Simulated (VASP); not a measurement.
# Zr: electric field gradients with PBEsol

Crystal: Zr.

```
Zr
1.0
     3.23200    0.00000    0.00000
    -1.61600    2.79899    0.00000
     0.00000    0.00000    5.14700
Zr
2
Cartesian
  0.0000 1.8660 1.2868
  1.6160 0.9330 3.8603
```

```yaml
Program: VASP 6.6.1
Task: electric field gradients
Functional: PBEsol
Potentials_or_basis: VASP PAW PBE potentials, release 64 (Zr_sv)
Cutoff: 520 eV
k_mesh: 13 × 13 × 7
Occupations: fermi-dirac, width 0.03 eV
Spin: no spin polarisation
Dipole_correction: no
Further_INCAR_settings: ALGO = Normal; EDIFF = 1e-08; NBANDS = 19
```

* Pressure: -3.2 GPa
* Band gap on the k mesh: zero (band 12 reaches 9.72 eV, above the bottom of band 13 at 8.64 eV)

Stress tensor (GPa, compression positive):
```
-3.52  0.00  0.00
 0.00 -3.52  0.00
 0.00  0.00 -2.69
```

Levels at points of the mesh, in eV from the Fermi level:
| k point | band 8 | band 9 | band 10 | band 11 | band 12 | band 13 | band 14 | band 15 | band 16 | band 17 |
| --- | --- | --- | --- | --- | --- | --- | --- | --- | --- | --- |
| (0.00, 0.00, 0.00) | -26.29 | -5.70 | -3.06 | 0.83 | 0.83 | 0.99 | 1.16 | 1.53 | 1.53 | 2.11 |

Electric field gradients, principal values (V/Å²):
| atom | least | middle | greatest (by size) |
| --- | --- | --- | --- |
| 1 Zr | -19.865 | -19.865 | 39.731 |
| 2 Zr | -19.865 | -19.865 | 39.731 |

Wall time 2.6 min on 1 thread of AMD EPYC 7R13 (shared host), peak memory 0.17 GiB.

Caveat: without QUAD_EFG the Cq values of the log hold for a quadrupole moment of 1 mb, not for the nuclei; the PAW data sets were made with another functional, which shifts forces and pressure a little.
